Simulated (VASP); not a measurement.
Wanted: the native input for a VASP 6.6.1 run.

```
Task                   : single point
Functional             : PBE
Potentials or basis    : VASP PAW PBE potentials, release 64 (In_d, P)
Cutoff                 : 520 eV
k mesh                 : 11 × 11 × 11
Occupations            : fermi-dirac, width 0.03 eV
Spin                   : no spin polarisation
Dipole correction      : no
Further INCAR settings : ALGO = Normal; EDIFF = 1e-07; NBANDS = 16
```

The structure of InP lies in POSCAR:

```
InP
1.0
    0.0285500000      2.8692750000      2.8692750000
    2.8692750000      0.0285500000      2.8692750000
    2.8692750000      2.8692750000      0.0285500000
In P
1 1
Direct
    0.0000000000      0.0000000000      0.0000000000
    0.5000000000      0.5000000000      0.5000000000
```

This cell differs from its parent crystal: equal xy, yz and zx shear strains of +1 %.

The input as run:

INCAR

```
ALGO = Normal
EDIFF = 1E-7
ENCUT = 520
GGA = PE
ISIF = 2
ISMEAR = -1
LASPH = True
LCHARG = False
LREAL = False
LWAVE = False
NBANDS = 16
NELM = 60
PREC = Accurate
SIGMA = 0.03
```

KPOINTS

```
k-points
0
Gamma
  11 11 11
```

Potentials or basis: VASP PAW PBE potentials, release 64 (In_d, P).

Launch:

```console
$ cat potpaw_PBE.64/In_d/POTCAR potpaw_PBE.64/P/POTCAR > POTCAR
$ mpirun -np 1 vasp_std > vasp.out
```

Results of the run:

- Pressure: -5.4 GPa
- Band gap on the k mesh: zero (band 9 reaches 6.27 eV, above the bottom of band 10 at 4.01 eV)

Caveat: the cell differs from its parent crystal (equal xy, yz and zx shear strains of +1 %); spin-orbit coupling is left out, which moves the levels of the heavy elements.

Run time: 2.8 min on 1 thread of Intel Xeon 8259CL, with other jobs on the host, peak memory 0.25 GiB.
